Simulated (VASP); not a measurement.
**Cl: single point with PBEsol**

Crystal: Cl.

```
Cl
1.0
     0.00000    2.90665    2.90665
     2.90665    0.00000    2.90665
     2.90665    2.90665    0.00000
Cl
2
Direct
  0.87500 0.87500 0.87500
  0.12500 0.12500 0.12500
```

This cell differs from its parent crystal: volume scaled by 0.78.

| Quantity | Value |
| --- | --- |
| Program | VASP 6.6.1 |
| Task | single point |
| Functional | PBEsol |
| Potentials or basis | VASP PAW PBE potentials, release 64 (Cl) |
| Cutoff | 520 eV |
| k mesh | 12 × 12 × 12 |
| Occupations | fermi-dirac, width 0.1 eV |
| Spin | no spin polarisation |
| Dipole correction | no |
| Further INCAR settings | ALGO = Normal; EDIFF = 1e-07; NBANDS = 14 |

The pressure is 9.4 GPa and the band gap on the k mesh is zero (band 7 reaches 2.43 eV, above the bottom of band 8 at 0.24 eV).

Levels at points of the mesh, in eV from the Fermi level:
| k point | band 5 | band 6 | band 7 | band 8 | band 9 | band 10 |
| --- | --- | --- | --- | --- | --- | --- |
| (0.00, 0.00, 0.00) | -4.22 | -1.55 | -1.55 | -1.55 | 5.94 | 9.56 |
| (0.50, 0.00, 0.00) | -4.82 | -0.63 | -0.63 | 0.12 | 8.23 | 9.13 |
| (0.50, 0.50, 0.00) | -2.71 | -2.71 | 0.65 | 0.65 | 7.43 | 7.43 |

Run time: 35 s on 1 thread of Intel(R) Xeon(R) Platinum 8375C CPU @ 2.90GHz (Ice Lake), on a shared host, peak memory 0.18 GiB.

Caveat: the PAW data sets were made with another functional, which shifts forces and pressure a little.
